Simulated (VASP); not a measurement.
# HfSi3O8 (C2) in VASP: single point with PBE

Aim: the single point of HfSi3O8 with PBE.

Everything below comes from runs of VASP 6.6.1. Logs are shortened: lines on timing, memory, paths and dates and some standing lists are left out, and cuts for length are marked.

### 1 The cell of the first run

It takes space group C2 (No. 5, monoclinic). Conventional cell: a = 7.531 Å, b = 7.669 Å, c = 7.592 Å, α = 90.00°, β = 90.05°, γ = 90.00°. Within 2.6 Å of Hf (site symmetry 2) lie 4 O at 1.94 to 1.95 Å. Within 2.2 Å of Si (site symmetry 1) lie 4 O at 1.62 to 1.63 Å. Si (site symmetry 2) has 4 O at 1.63 Å within 2.2 Å. O (site symmetry 1) has 1 Si at 1.62 Å and 1 Hf at 1.95 Å within 2.2 Å. O (site symmetry 1) has 2 Si at 1.63 Å within 2.2 Å. O (site symmetry 1) has 1 Si at 1.63 Å and 1 Hf at 1.94 Å within 2.2 Å. O (site symmetry 1) has 2 Si at 1.63 Å within 2.2 Å.

### 2 Single point, PBE

Input file INCAR:

```
SYSTEM = HfSi3O8
  ALGO = Normal
  EDIFF = 1E-7
  ENCUT = 520
  GGA = PE
  ISIF = 2
  ISMEAR = 0
  LASPH = .True.
  LCHARG = .False.
  LREAL = .False.
  LWAVE = .False.
  NBANDS = 47
  NELM = 60
  PREC = Accurate
  SIGMA = 0.02
```

Input file KPOINTS:

```
k-points
0
Gamma
  4 4 4
  0 0 0
```

Input file POSCAR:

```
HfSi3O8
1.0
    3.7653040292     -3.8343518500     -0.0002810189
    3.7653040292      3.8343518500     -0.0002810189
   -0.0055413388      0.0000000000      7.5922451933
Hf Si O
1 3 8
Direct
    0.9800850504      0.0199149496      0.0000000000
    0.0234785400      0.5240264492      0.2687319324
    0.4759735508      0.9765214600      0.7312680676
    0.5226188607      0.4773811393      0.5000000000
    0.0376683317      0.8130296834      0.2063065582
    0.5368816546      0.2394060768      0.6315651398
    0.0308747002      0.3553667624      0.0898441455
    0.5412193052      0.7400279008      0.6063190908
    0.6446332376      0.9691252998      0.9101558545
    0.2599720992      0.4587806948      0.3936809092
    0.1869703166      0.9623316683      0.7936934418
    0.7605939232      0.4631183454      0.3684348602
```

Potentials or basis: VASP PAW PBE potentials, release 64 (Hf_pv, Si, O).

Run with:

```sh
$ cat potpaw_PBE.64/Hf_pv/POTCAR potpaw_PBE.64/Si/POTCAR potpaw_PBE.64/O/POTCAR > POTCAR
$ mpirun -np 1 vasp_std > vasp.out
```

OUTCAR:

```text
SYSTEM = HfSi3O8
   EDIFF = 1E-7
   ENCUT = 520
   GGA = PE
   ISIF = 2
   ISMEAR = 0
   LASPH = .True.
   LREAL = .False.
   NELM = 60
   PREC = Accurate

 ion  position               nearest neighbor table
   1  0.980  0.020  0.000-   7 1.94   9 1.94   5 1.95  11 1.95   2 3.37   3 3.37   2 3.40   3 3.40

   2  0.023  0.524  0.269-   5 1.62  10 1.63  12 1.63   7 1.63   1 3.37   1 3.40
   3  0.476  0.977  0.731-  11 1.62   8 1.63   6 1.63   9 1.63   1 3.37   1 3.40
   4  0.523  0.477  0.500-   6 1.63  12 1.63  10 1.63   8 1.63
   5  0.038  0.813  0.206-   2 1.62   1 1.95
   6  0.537  0.239  0.632-   4 1.63   3 1.63
   7  0.031  0.355  0.090-   2 1.63   1 1.94
   8  0.541  0.740  0.606-   4 1.63   3 1.63
   9  0.645  0.969  0.910-   3 1.63   1 1.94
  10  0.260  0.459  0.394-   4 1.63   2 1.63
  11  0.187  0.962  0.794-   3 1.62   1 1.95
  12  0.761  0.463  0.368-   4 1.63   2 1.63

  LATTYP: Found a base centered monoclinic cell.
 ALAT       =     7.5306080794
 B/A-ratio  =     1.0183379110
 C/A-ratio  =     1.0081851473
 COS(beta)  =    -0.0008045018

  Lattice vectors:

 A1 = (   3.7653040292,  -3.8343518500,  -0.0002810189)
 A2 = (   3.7653040292,   3.8343518500,  -0.0002810189)
 A3 = (  -0.0055413388,   0.0000000000,   7.5922451933)

Analysis of symmetry for initial positions (statically):
=====================================================================
 Subroutine PRICEL returns:
 Original cell was already a primitive cell.

 Routine SETGRP: Setting up the symmetry group for a
 base centered monoclinic supercell.

 Subroutine GETGRP returns: Found  2 space group operations
 (whereof  2 operations were pure point group operations)
 out of a pool of  4 trial point group operations.

The static configuration has the point symmetry C_2 .

Analysis of symmetry for dynamics (positions and initial velocities):
=====================================================================
 Subroutine PRICEL returns:
 Original cell was already a primitive cell.

 Routine SETGRP: Setting up the symmetry group for a
 base centered monoclinic supercell.

 Subroutine GETGRP returns: Found  2 space group operations
 (whereof  2 operations were pure point group operations)
 out of a pool of  4 trial point group operations.

The dynamic configuration has the point symmetry C_2 .

 Subroutine INISYM returns: Found  2 space group operations
 (whereof  2 operations are pure point group operations),
 and found     1 'primitive' translations

----------------------------------------------------------------------------------------

                                     Primitive cell

  volume of cell :     219.2261

  direct lattice vectors                    reciprocal lattice vectors
     3.765304029 -3.834351850 -0.000281019     0.132791409 -0.130400135  0.000096920
     3.765304029  3.834351850 -0.000281019     0.132791409  0.130400135  0.000096920
    -0.005541339  0.000000000  7.592245193     0.000009830  0.000000000  0.131713351

  length of vectors
     5.373990009  5.373990009  7.592247216     0.186112232  0.186112232  0.131713351

  position of ions in fractional coordinates (direct lattice)
     0.980085050  0.019914950  0.000000000
     0.023478540  0.524026449  0.268731932
     0.475973551  0.976521460  0.731268068
     0.522618861  0.477381139  0.500000000
     0.037668332  0.813029683  0.206306558
     0.536881655  0.239406077  0.631565140
     0.030874700  0.355366762  0.089844146
     0.541219305  0.740027901  0.606319091
     0.644633238  0.969125300  0.910155854
     0.259972099  0.458780695  0.393680909
     0.186970317  0.962331668  0.793693442
     0.760593923  0.463118345  0.368434860

  ion indices of the primitive-cell ions
   primitive index   ion index
                 1           1
                 2           2
                 3           3
                 4           4
                 5           5
                 6           6
                 7           7
                 8           8
                 9           9
                10          10
                11          11
                12          12

----------------------------------------------------------------------------------------

 KPOINTS: k-points

Automatic generation of k-mesh.
 Grid dimensions read from file:
 generate k-points for:    4    4    4

 Generating k-lattice:

  Cartesian coordinates                     Fractional coordinates (reciprocal lattice)
     0.033197852 -0.032600034  0.000024230     0.250000000  0.000000000 -0.000000000
     0.033197852  0.032600034  0.000024230     0.000000000  0.250000000 -0.000000000
     0.000002458  0.000000000  0.032928338     0.000000000  0.000000000  0.250000000

  Length of vectors
     0.046528058  0.046528058  0.032928338

  Shift w.r.t. Gamma in fractional coordinates (k-lattice)
     0.000000000  0.000000000  0.000000000

 Subroutine IBZKPT returns following result:
 ===========================================

 Found     24 irreducible k-points:

 Following reciprocal coordinates:
            Coordinates               Weight
  0.000000  0.000000  0.000000      1.000000
  0.250000 -0.000000 -0.000000      4.000000
  0.500000 -0.000000 -0.000000      2.000000
  0.250000  0.250000 -0.000000      2.000000
  0.500000  0.250000 -0.000000      4.000000
 -0.250000  0.250000  0.000000      2.000000
[... 16 lines left out ...]
 -0.250000  0.250000  0.500000      2.000000
  0.500000  0.500000  0.500000      1.000000
   k-points           NKPTS =     24   k-points in BZ     NKDIM =     24   number of bands    NBANDS=     47
   number of dos      NEDOS =    301   number of ions     NIONS =     12
   total plane-waves  NPLWV =  89600
   dimension x,y,z NGX =    40 NGY =   40 NGZ =   56
   dimension x,y,z NGXF=    80 NGYF=   80 NGZF=  112
   ions per type =               1   3   8
   NGX,Y,Z   is equivalent  to a cutoff of  12.37, 12.37, 12.26 a.u.
   NGXF,Y,Z  is equivalent  to a cutoff of  24.75, 24.75, 24.52 a.u.
 SYSTEM =  HfSi3O8
   PREC   = accura    normal or accurate (medium, high low for compatibility)
   ISTART =      0    job   : 0-new  1-cont  2-samecut
   ICHARG =      2    charge: 1-file 2-atom 10-const
   ISPIN  =      1    spin polarized calculation?
   LNONCOLLINEAR =      F non collinear calculations
   LSORBIT =      F    spin-orbit coupling
   LASPH  =      T    aspherical Exc in radial PAW
   ENCUT  =  520.0 eV  38.22 Ry    6.18 a.u.   9.99  9.99 14.12*2*pi/ulx,y,z
   NELM   =     60;   NELMIN=  2; NELMDL= -5     # of ELM steps
   EDIFF  = 0.1E-06   stopping-criterion for ELM
   LREAL  =      F    real-space projection
   EDIFFG = 0.1E-05   stopping-criterion for IOM
   NSW    =      0    number of steps for IOM
   IBRION =     -1    ionic relax: 0-MD 1-quasi-New 2-CG
   NFREE  =      0    steps in history (QN), initial steepest desc. (CG)
   ISIF   =      2    stress and relaxation
   ISYM   =      2    0-nonsym 1-usesym 2-fastsym
   POTIM  = 0.5000    time-step for ionic-motion
   TEBEG  =    0.0;   TEEND  =   0.0 temperature during run
   PSTRESS=    0.0 pullay stress
   NELECT =      70.0000    total number of electrons
   NUPDOWN=      -1.0000    fix difference up-down
   EMIN   =  10.00;   EMAX   =-10.00  energy-range for DOS
   EFERMI =   0.00;   METHOD = LEGACY
   ISMEAR =     0;   SIGMA  =   0.02  broadening in eV -4-tet -1-fermi 0-gaus
   EFERMI_NEDOS =   21; number of points for ismear=-14 and -15
   IALGO  =     38    algorithm
   IMIX   =      4    mixing-type and parameters
     AMIX     =   0.40;   BMIX     =  1.00
     AMIX_MAG =   1.60;   BMIX_MAG =  1.00
  volume/ion in A,a.u.               =      18.27       123.28
  Fermi-wavevector in a.u.,A,eV,Ry     =   1.118949  2.114506 17.035117  1.252046
  Thomas-Fermi vector in A             =   2.255584
   LORBIT       =      0    0 simple, 1 ext, 2 COOP (PROOUT), +10 PAW based schemes
   GGA     = PE    functional components
   LHFCALC =     F    Hartree Fock is set to
   AEXX    =    0.0000 exact exchange contribution
   IVDW    =     0    specifies the selected vdW correction
   LEPSILON=     F    determine dielectric tensor
   LRPA    =     F    only Hartree local field effects (RPA)
 non-spin polarized calculation
 Gauss-broadening in eV      SIGMA  =   0.02
  energy-cutoff  :      520.00
  volume of cell :      219.23
 maximum number of plane-waves:      5924
   NGX = 19   NGY = 19   NGZ = 29

 number of electron      69.9999980 magnetization

 Free energy of the ion-electron system (eV)
  ---------------------------------------------------
  ext. energy  EPLUGINS =         0.00000000
  ---------------------------------------------------
  free energy    TOTEN  =      -100.83678979 eV

  energy without entropy =     -100.83678979  energy(sigma->0) =     -100.83678979

 E-fermi :  -1.1519     XC(G=0):  -7.5525

 val. band max:       -1.3416523655   @ k =   0.5000  -0.0000   0.5000
 cond. band min:       3.7665176753   @ k =   0.0000   0.0000   0.0000
 fundamental gap:      5.1081700407
 Fermi energy:        -1.1518881968

 k-point     1 :       0.0000    0.0000    0.0000
  band No.  band energies     occupation
      1     -30.0844      2.00000
      2     -30.0697      2.00000
      3     -30.0670      2.00000
      4     -20.1888      2.00000
      5     -19.3388      2.00000
      6     -18.5718      2.00000
[... 39 lines left out ...]
     46       8.4267      0.00000
     47       8.6091      0.00000

 k-point     2 :       0.2500   -0.0000   -0.0000
  band No.  band energies     occupation
      1     -30.0852      2.00000
      2     -30.0694      2.00000
      3     -30.0676      2.00000
      4     -20.1052      2.00000
      5     -19.3650      2.00000
      6     -18.7814      2.00000
[... 39 lines left out ...]
     46       8.5811      0.00000
     47       8.6582      0.00000

 k-point     3 :       0.5000   -0.0000   -0.0000
  band No.  band energies     occupation
      1     -30.0861      2.00000
      2     -30.0689      2.00000
      3     -30.0684      2.00000
      4     -19.9942      2.00000
      5     -19.4320      2.00000
      6     -18.8885      2.00000
[... 39 lines left out ...]
     46       8.3855      0.00000
     47       8.6427      0.00000

 k-point     4 :       0.2500    0.2500   -0.0000
  band No.  band energies     occupation
      1     -30.0859      2.00000
      2     -30.0698      2.00000
      3     -30.0677      2.00000
      4     -20.0110      2.00000
      5     -19.3665      2.00000
      6     -18.9593      2.00000
[... 939 lines left out ...]
     46       8.4273      0.00000
     47       8.6661      0.00000

 k-point    23 :      -0.2500    0.2500    0.5000
  band No.  band energies     occupation
      1     -30.0860      2.00000
      2     -30.0688      2.00000
      3     -30.0686      2.00000
      4     -19.9980      2.00000
      5     -19.4156      2.00000
      6     -18.9212      2.00000
[... 39 lines left out ...]
     46       8.3343      0.00000
     47       8.4785      0.00000

 k-point    24 :       0.5000    0.5000    0.5000
  band No.  band energies     occupation
      1     -30.0875      2.00000
      2     -30.0703      2.00000
      3     -30.0681      2.00000
      4     -19.6569      2.00000
      5     -19.3937      2.00000
      6     -19.3903      2.00000
[... 39 lines left out ...]
     46       7.8743      0.00000
     47       8.4127      0.00000

------------------------ aborting loop because EDIFF is reached ----------------------------------------

  FORCE on cell =-STRESS in cart. coord.  units (eV):
  Direction    XX          YY          ZZ          XY          YZ          ZX
  --------------------------------------------------------------------------------------
  -------------------------------------------------------------------------------------
  Total       -0.3344800     -0.2855338     -0.3953876      0.0000000      0.0000000     -0.0155385
  in kB       -2.4444912     -2.0867766     -2.8896244      0.0000000      0.0000000     -0.1135608
  external PRESSURE =      -2.4736307 kB  Pullay stress =       0.0000000 kB

 VOLUME and BASIS-vectors are now :
 -----------------------------------------------------------------------------
  energy-cutoff  :      520.00
  volume of cell :      219.23
      direct lattice vectors                 reciprocal lattice vectors
     3.765304029 -3.834351850 -0.000281019     0.132791409 -0.130400135  0.000096920
     3.765304029  3.834351850 -0.000281019     0.132791409  0.130400135  0.000096920
    -0.005541339  0.000000000  7.592245193     0.000009830  0.000000000  0.131713351

 POSITION                                       TOTAL-FORCE (eV/Angst)
 -----------------------------------------------------------------------------------
      3.76530     -3.68163     -0.00028         0.000000      0.015826      0.000000
      2.06003      1.91928      2.04012        -0.018197     -0.014397      0.031994
      5.46503      1.91928      5.55156         0.018197     -0.014397     -0.031994
      3.76253     -0.17346      3.79584         0.000000     -0.013246      0.000000
      3.20199      2.97301      1.56609         0.073196      0.109886     -0.135693
      2.91946     -1.14063      4.79478        -0.009185      0.000418      0.000958
      1.45382      1.24422      0.68201        -0.130393     -0.104130     -0.080015
      4.82093      0.76230      4.60296        -0.003732      0.006934      0.002536
      6.07125      1.24422      6.90967         0.130393     -0.104130      0.080015
      2.70414      0.76230      2.98872         0.003732      0.006934     -0.002536
      4.32307      2.97301      6.02559        -0.073196      0.109886      0.135693
      4.60561     -1.14063      2.79690         0.009185      0.000418     -0.000958
 -----------------------------------------------------------------------------------
    total drift:                                0.000000      0.001555     -0.000000

  FREE ENERGIE OF THE ION-ELECTRON SYSTEM (eV)
  ---------------------------------------------------
  free  energy   TOTEN  =      -100.8367897887 eV

  energy  without entropy=     -100.8367897887  energy(sigma->0) =     -100.83678979
```

It took 6.9 min on 1 thread of Intel Xeon 8259CL, shared host; peak memory 0.42 GiB.

Results:

| Property | Result |
| --- | --- |
| Free energy | -100.8368 eV |
| Pressure | -0.2 GPa |
| Largest force | 0.189 eV/Å |
| Band gap on the k mesh | 5.11 eV |

Forces on the atoms (eV/Å):
```
Hf   0.000  0.016  0.000
Si  -0.018 -0.014  0.032
Si   0.018 -0.014 -0.032
Si   0.000 -0.013  0.000
O    0.073  0.110 -0.136
O   -0.009  0.000  0.001
O   -0.130 -0.104 -0.080
O   -0.004  0.007  0.003
O    0.130 -0.104  0.080
O    0.004  0.007 -0.003
O   -0.073  0.110  0.136
O    0.009  0.000 -0.001
```

Caveat: spin-orbit coupling is left out, which moves the levels of the heavy elements.
